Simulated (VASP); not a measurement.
# In5Sb (F-43m) in VASP: further runs

The runs below take In5Sb through single point, relaxation of cell and atoms, with PBE.

Everything below comes from runs of VASP 6.6.1. Logs are shortened: lines on timing, memory, paths and dates and some standing lists are left out, and cuts for length are marked.

### Step 1. The cell of the first run

The structure is cubic, space group F-43m (No. 216). The conventional cell has a = 8.432 Å, b = 8.432 Å, c = 8.432 Å, α = 90.00°, β = 90.00°, γ = 90.00°. In (site symmetry 3m) has 9 In at 2.98 to 3.50 Å and 3 Sb at 3.50 Å within 3.9 Å. In (site symmetry -43m) has 12 In at 3.50 Å and 4 Sb at 3.65 Å within 4.6 Å. Within 4.6 Å of Sb (site symmetry -43m) lie 16 In at 3.50 to 3.65 Å.

The cell was generated, and may not be a known phase.

### Step 2. Single point, PBE

The input, INCAR:

```
ALGO     = Fast           # electronic algorithm
EDIFF    = 1E-7           # SCF threshold, eV
ENCUT    = 520            # plane-wave cutoff, eV
GGA      = PE             # functional
ISIF     = 2              # what is computed and relaxed
ISMEAR   = 0              # smearing method
LASPH    = T              # aspherical terms in the spheres
LCHARG   = F              # write CHGCAR
LREAL    = F              # projectors in reciprocal space
LWAVE    = F              # write WAVECAR
NBANDS   = 44             # bands
NELM     = 100            # most SCF steps
PREC     = Accurate       # precision mode
SIGMA    = 0.1            # smearing width, eV
```

The input, KPOINTS:

```
k-points
0
Gamma
  4 4 4
```

The input, POSCAR:

```
In5Sb
1.0
    0.0000000000      4.2159213400      4.2159213400
    4.2159213400      0.0000000000      4.2159213400
    4.2159213400      4.2159213400      0.0000000000
In Sb
5 1
Direct
    0.3752183100      0.8743450600      0.3752183100
    0.3752183100      0.3752183100      0.3752183100
    0.7500000000      0.7500000000      0.7500000000
    0.8743450600      0.3752183100      0.3752183100
    0.3752183100      0.3752183100      0.8743450600
    0.0000000000      0.0000000000      0.0000000000
```

Potentials or basis: VASP PAW PBE potentials, release 64 (In_d, Sb).

Command:

```sh
$ cat potpaw_PBE.64/In_d/POTCAR potpaw_PBE.64/Sb/POTCAR > POTCAR
$ mpirun -np 1 vasp_std > vasp.out
```

OUTCAR:

```text
EDIFF = 1E-7
   ENCUT = 520
   GGA = PE
   ISIF = 2
   ISMEAR = 0
   LASPH = T
   LREAL = F
   NELM = 100
   PREC = Accurate

 ion  position               nearest neighbor table
   1  0.375  0.874  0.375-   2 2.98   4 2.98   5 2.98   5 2.99   2 2.99   4 2.99   3 3.50   3 3.50
                             3 3.50   6 3.50   6 3.50   6 3.50
   2  0.375  0.375  0.375-   1 2.98   4 2.98   5 2.98   5 2.99   1 2.99   4 2.99   3 3.50   3 3.50
                             3 3.50   6 3.50   6 3.50   6 3.50
   3  0.750  0.750  0.750-   1 3.50   4 3.50   5 3.50   5 3.50   1 3.50   4 3.50   2 3.50   2 3.50
                             2 3.50   1 3.50   4 3.50   5 3.50   6 3.65   6 3.65   6 3.65   6 3.65
   4  0.874  0.375  0.375-   1 2.98   2 2.98   5 2.98   2 2.99   5 2.99   1 2.99   3 3.50   3 3.50
                             3 3.50   6 3.50   6 3.50   6 3.50
   5  0.375  0.375  0.874-   1 2.98   2 2.98   4 2.98   2 2.99   1 2.99   4 2.99   3 3.50   3 3.50
                             3 3.50   6 3.50   6 3.50   6 3.50
   6  0.000  0.000  0.000-   1 3.50   4 3.50   5 3.50   2 3.50   2 3.50   2 3.50   1 3.50   4 3.50
                             5 3.50   1 3.50   4 3.50   5 3.50   3 3.65   3 3.65   3 3.65   3 3.65

  LATTYP: Found a face centered cubic cell.
 ALAT       =     8.4318426800

  Lattice vectors:

 A1 = (   0.0000000000,   4.2159213400,   4.2159213400)
 A2 = (   4.2159213400,   0.0000000000,   4.2159213400)
 A3 = (   4.2159213400,   4.2159213400,   0.0000000000)

Analysis of symmetry for initial positions (statically):
=====================================================================
 Subroutine PRICEL returns:
 Original cell was already a primitive cell.

 Routine SETGRP: Setting up the symmetry group for a
 face centered cubic supercell.

 Subroutine GETGRP returns: Found 24 space group operations
 (whereof 24 operations were pure point group operations)
 out of a pool of 48 trial point group operations.

The static configuration has the point symmetry T_d .

Analysis of symmetry for dynamics (positions and initial velocities):
=====================================================================
 Subroutine PRICEL returns:
 Original cell was already a primitive cell.

 Routine SETGRP: Setting up the symmetry group for a
 face centered cubic supercell.

 Subroutine GETGRP returns: Found 24 space group operations
 (whereof 24 operations were pure point group operations)
 out of a pool of 48 trial point group operations.

The dynamic configuration has the point symmetry T_d .
[... 93 lines left out ...]
   NSW    =      0    number of steps for IOM
   IBRION =     -1    ionic relax: 0-MD 1-quasi-New 2-CG
   NFREE  =      0    steps in history (QN), initial steepest desc. (CG)
   ISIF   =      2    stress and relaxation
   ISYM   =      2    0-nonsym 1-usesym 2-fastsym
   POTIM  = 0.5000    time-step for ionic-motion
   TEBEG  =    0.0;   TEEND  =   0.0 temperature during run
   PSTRESS=    0.0 pullay stress
   NELECT =      70.0000    total number of electrons
   NUPDOWN=      -1.0000    fix difference up-down
   EMIN   =  10.00;   EMAX   =-10.00  energy-range for DOS
   EFERMI =   0.00;   METHOD = LEGACY
   ISMEAR =     0;   SIGMA  =   0.10  broadening in eV -4-tet -1-fermi 0-gaus
   EFERMI_NEDOS =   21; number of points for ismear=-14 and -15
   IALGO  =     68    algorithm
   IMIX   =      4    mixing-type and parameters
     AMIX     =   0.40;   BMIX     =  1.00
     AMIX_MAG =   1.60;   BMIX_MAG =  1.00
  volume/ion in A,a.u.               =      24.98       168.56
  Fermi-wavevector in a.u.,A,eV,Ry     =   1.270199  2.400328 21.951706  1.613405
  Thomas-Fermi vector in A             =   2.403199
   LORBIT       =      0    0 simple, 1 ext, 2 COOP (PROOUT), +10 PAW based schemes
   GGA     = PE    functional components
   LHFCALC =     F    Hartree Fock is set to
   AEXX    =    0.0000 exact exchange contribution
   IVDW    =     0    specifies the selected vdW correction
   LEPSILON=     F    determine dielectric tensor
   LRPA    =     F    only Hartree local field effects (RPA)
 non-spin polarized calculation
 RMM-DIIS sequential band-by-band and
 Gauss-broadening in eV      SIGMA  =   0.10
  energy-cutoff  :      520.00
  volume of cell :      149.87
 maximum number of plane-waves:      4056
 NGX is ok and might be reduce to    48
   NGX = 23   NGY = 23   NGZ = 23

 number of electron      70.0000019 magnetization

 Free energy of the ion-electron system (eV)
  ---------------------------------------------------
  ext. energy  EPLUGINS =         0.00000000
  ---------------------------------------------------
  free energy    TOTEN  =       -15.50937380 eV

  energy without entropy =      -15.49336455  energy(sigma->0) =      -15.50136918

 E-fermi :   8.3688     XC(G=0): -10.4684

 val. band max:        8.3433389781   @ k =   0.5000   0.0000   0.0000
 cond. band min:       8.4240898309   @ k =  -0.2500   0.2500   0.0000
 fundamental gap:      0.0807508528
 Fermi energy:         8.3688107513

 k-point     1 :       0.0000    0.0000    0.0000
  band No.  band energies     occupation
      1      -7.1320      2.00000
      2      -6.8593      2.00000
      3      -6.8593      2.00000
      4      -6.8593      2.00000
      5      -6.8162      2.00000
      6      -6.8162      2.00000
[... 365 lines left out ...]
     43      13.4859      0.00000
     44      14.0709      0.00000

------------------------ aborting loop because EDIFF is reached ----------------------------------------

  FORCE on cell =-STRESS in cart. coord.  units (eV):
  Direction    XX          YY          ZZ          XY          YZ          ZX
  --------------------------------------------------------------------------------------
  -------------------------------------------------------------------------------------
  Total        7.3515055      7.3515055      7.3515055     -0.0000000     -0.0000000     -0.0000000
  in kB       78.5921874     78.5921874     78.5921874     -0.0000000     -0.0000000     -0.0000000
  external PRESSURE =      78.5921874 kB  Pullay stress =       0.0000000 kB

 VOLUME and BASIS-vectors are now :
 -----------------------------------------------------------------------------
  energy-cutoff  :      520.00
  volume of cell :      149.87
      direct lattice vectors                 reciprocal lattice vectors
     0.000000000  4.215921340  4.215921340    -0.118598038  0.118598038  0.118598038
     4.215921340  0.000000000  4.215921340     0.118598038 -0.118598038  0.118598038
     4.215921340  4.215921340  0.000000000     0.118598038  0.118598038 -0.118598038

 POSITION                                       TOTAL-FORCE (eV/Angst)
 -----------------------------------------------------------------------------------
      5.26806      3.16378      5.26806         0.041364     -0.041364      0.041364
      3.16378      3.16378      3.16378        -0.041364     -0.041364     -0.041364
      6.32388      6.32388      6.32388         0.000000      0.000000      0.000000
      3.16378      5.26806      5.26806        -0.041364      0.041364      0.041364
      5.26806      5.26806      3.16378         0.041364      0.041364     -0.041364
      0.00000      0.00000      0.00000         0.000000      0.000000      0.000000
 -----------------------------------------------------------------------------------
    total drift:                                0.000033      0.000033      0.000033

  FREE ENERGIE OF THE ION-ELECTRON SYSTEM (eV)
  ---------------------------------------------------
  free  energy   TOTEN  =       -15.5093738010 eV

  energy  without entropy=      -15.4933645516  energy(sigma->0) =      -15.50136918
```

OSZICAR:

```text
N       E                     dE             d eps       ncg     rms          rms(c)
DAV:   1     0.719117405391E+03    0.71912E+03   -0.32774E+04   704   0.214E+03
DAV:   2     0.698964977838E+02   -0.64922E+03   -0.63913E+03   704   0.523E+02
DAV:   3    -0.113428604236E+02   -0.81239E+02   -0.79823E+02   772   0.204E+02
[... 11 lines left out ...]
RMM:  15    -0.155093792103E+02    0.62561E-05   -0.82217E-06   965   0.189E-02    0.818E-02
RMM:  16    -0.155093764636E+02    0.27468E-05   -0.51806E-06  1147   0.116E-02    0.470E-02
RMM:  17    -0.155093754472E+02    0.10164E-05   -0.12586E-06   872   0.749E-03    0.371E-02
RMM:  18    -0.155093737524E+02    0.16948E-05   -0.58551E-07   760   0.589E-03    0.941E-03
RMM:  19    -0.155093738010E+02   -0.48565E-07   -0.33734E-07   497   0.313E-03
   1 F= -.15509374E+02 E0= -.15501369E+02  d E =-.160092E-01
```

stdout:

```text
POSCAR found type information on POSCAR InSb
 POSCAR found :  2 types and       6 ions
 scaLAPACK will be used
 LDA part: xc-table for (Slater+PW92), standard interpolation
 POSCAR, INCAR and KPOINTS ok, starting setup
 FFT: planning ... GRIDC
 FFT: planning ... GRID_SOFT
 FFT: planning ... GRID
 WAVECAR not read
 entering main loop
```

It took 67 s on 1 thread of Intel Xeon 6975P-C (Granite Rapids), shared host; peak memory 0.34 GiB.

What came out:

```
Free energy            : -15.5094 eV
Pressure               : 7.9 GPa
Largest force          : 0.072 eV/Å
Band gap on the k mesh : zero (bands 35 and 36 overlap by 2.10 eV)
```

Forces in eV/Å, atoms in the order of the input:
```
In   0.041 -0.041  0.041
In  -0.041 -0.041 -0.041
In   0.000  0.000  0.000
In  -0.041  0.041  0.041
In   0.041  0.041 -0.041
Sb   0.000  0.000  0.000
```

Caveat: the cell stands under pressure; spin-orbit coupling is left out, which moves the levels of the heavy elements.

[end of part 1 of 3]

The gap in the log of VASP goes by the Fermi energy; the results here count the filled bands.